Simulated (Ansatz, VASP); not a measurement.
**Rh in VASP and in Ansatz**

```
Rh
1.0
     2.48097    0.00000    0.00000
     0.00000    2.48097    0.00000
     0.00000    0.00000    2.48097
Rh
1
Cartesian
  0.0000 0.0000 0.0000
```

Alike in both runs: task single point; functional revPBE; k mesh 14 × 14 × 14; occupations fermi-dirac, width 0.1 eV; no spin polarisation.

|  | VASP | Ansatz |
| --- | --- | --- |
| version | VASP 6.6.1 | Ansatz 0.2.0 |
| potentials or method | VASP PAW PBE potentials, release 64 (Rh_pv), cutoff 520 eV | plane waves (420 eV) with PAW, scalar-relativistic |
| valence electrons in the cell | 15 | 17 |

```csv
,VASP,Ansatz,Ansatz less VASP
pressure (GPa),17.4,17.3,-0.13
```

VASP's potentials were made for PBE, not for revPBE. The functional is the same, so the differences come from potentials, cutoffs and numerics. VASP's potentials hold 15 valence electrons a cell and Ansatz's 17, so a difference there can come from the potentials and not from the codes.
